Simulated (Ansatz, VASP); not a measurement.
**Two plane-wave programs on GaAs**

The input POSCAR:

```
GaAs
1.0
    0.0000000000      2.8268500000      2.8268500000
    2.8268500000      0.0000000000      2.8268500000
    2.8268500000      2.8268500000      0.0000000000
As Ga
1 1
Direct
    0.7500000000      0.7500000000      0.7500000000
    0.0000000000      0.0000000000      0.0000000000
```

The input INCAR.step1:

```
SYSTEM = GaAs
  PREC = Accurate
  ENCUT = 520
  EDIFF = 1E-5
  ISMEAR = -1
  SIGMA = 0.05
  LREAL = .FALSE.
  LASPH = .TRUE.
  NELM = 60
  ALGO = Normal
  ISIF = 2
  LWAVE = .TRUE.
  GGA = PE
  NBANDS = 16
```

The input INCAR.step2:

```
SYSTEM = GaAs
  PREC = Accurate
  ENCUT = 520
  EDIFF = 1E-7
  ISMEAR = -1
  SIGMA = 0.05
  LREAL = .FALSE.
  LASPH = .TRUE.
  NELM = 60
  ALGO = Normal
  ISIF = 2
  LWAVE = .FALSE.
  LCHARG = .TRUE.
  GGA = PE
  LHFCALC = .TRUE.
  AEXX = 1.0
  ALDAC = 0.0
  AGGAC = 0.0
  PRECFOCK = Normal
  LELF = .TRUE.
  LVHAR = .TRUE.
  ISTART = 1
  NBANDS = 16
```

The input KPOINTS:

```
regular mesh
0
G
  5 5 5
  0 0 0
```

File input.yaml:

```yaml
crystal:
  lattice:
    - [0.0, 2.82685, 2.82685]
    - [2.82685, 0.0, 2.82685]
    - [2.82685, 2.82685, 0.0]
  atoms:
    - { symbol: As, position: [0.75, 0.75, 0.75] }
    - { symbol: Ga, position: [0.0, 0.0, 0.0] }
hamiltonian:
  xc: hf
  pseudopotentials: { kind: paw }
kpoints:
  mp_grid: { grid: [5, 5, 5] }
  band_path:
    path:
      - [[0.0, 0.0, 0.0], [0.5, 0.0, 0.5], [0.5, 0.25, 0.75], [0.375, 0.375, 0.75], [0.0, 0.0, 0.0], [0.5, 0.5, 0.5], [0.625, 0.25, 0.625], [0.5, 0.25, 0.75], [0.5, 0.5, 0.5], [0.375, 0.375, 0.75]]
      - [[0.625, 0.25, 0.625], [0.5, 0.0, 0.5]]
    npoints: 4
scf:
  occupations: { method: fermi_dirac, width: 0.05 }
  n_extra_bands: 6
output:
  forces: true
  stress: true
  eigenvalues: true
  fatbands: false
  write_density: true
  write_potential: true
  elf: true
  volumetric_format: npy
```

Alike in both runs: functional HF; k mesh 5 × 5 × 5; occupations fermi-dirac, width 0.05 eV; no spin polarisation.

```csv
,VASP,Ansatz
version,VASP 6.6.1,Ansatz 0.2.0
potentials or method,"VASP PAW PBE potentials, release 64 (As, Ga_d)",Ansatz PAW
plane-wave cutoff (eV),520,420
valence electrons in the cell,18,28
task,single point,band structure
```

VASP gave:

```
gap on the k mesh at the Fermi level (eV) : 7.38
least direct gap on the mesh (eV)         : 7.69
pressure (GPa)                            : 3.4
```

**Question.** Which values does Ansatz return?

**Answer.** gap on the k mesh at the Fermi level (eV): 7.19; least direct gap on the mesh (eV): 7.56; pressure (GPa): 4.8.

VASP's potentials were made for PBE, not for HF. With one functional, cell and mesh, what is left measures potentials, basis and numerics. VASP's potentials hold 18 valence electrons a cell and Ansatz's 28, so a difference there can come from the potentials and not from the codes.
